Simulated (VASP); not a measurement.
Crystal: Fe3Ge.

```
Fe Ge
1.0
     3.66050    0.00000    0.00000
     0.00000    3.66050    0.00000
     0.00000    0.00000    3.66050
Fe Ge
3 1
Direct
  0.00000 0.50000 0.50000
  0.50000 0.50000 0.00000
  0.50000 0.00000 0.50000
  0.00000 0.00000 0.00000
```

Base run:

```yaml
Program: VASP 6.6.1
Functional: PBEsol
Potentials_or_basis: VASP PAW PBE potentials, release 64 (Fe, Ge_d)
Cutoff: 520 eV
k_mesh: 12 × 12 × 12
Occupations: gaussian, width 0.1 eV
Spin: collinear spin, ferromagnetic start
Starting_moments: "[2.44, 2.44, 2.44, -0.13] μB"
```

Its results: pressure -11.2 GPa; site moments Fe +2.19; Ge -0.14 μB.

The run is repeated on the same cell with these changes: moments at the start from [2.44, 2.44, 2.44, -0.13] to [2.78, 2.78, 2.78, -0.08]; fixed moment from none to 7.5 μB. What comes out?

Pressure -5.7 GPa; site moments Fe +2.51; Ge -0.09 μB.

Caveats: the cell stands under tension; the PAW data sets were made with another functional, which shifts forces and pressure a little; the total moment is fixed, so each spin has its own Fermi level (at least some runs).
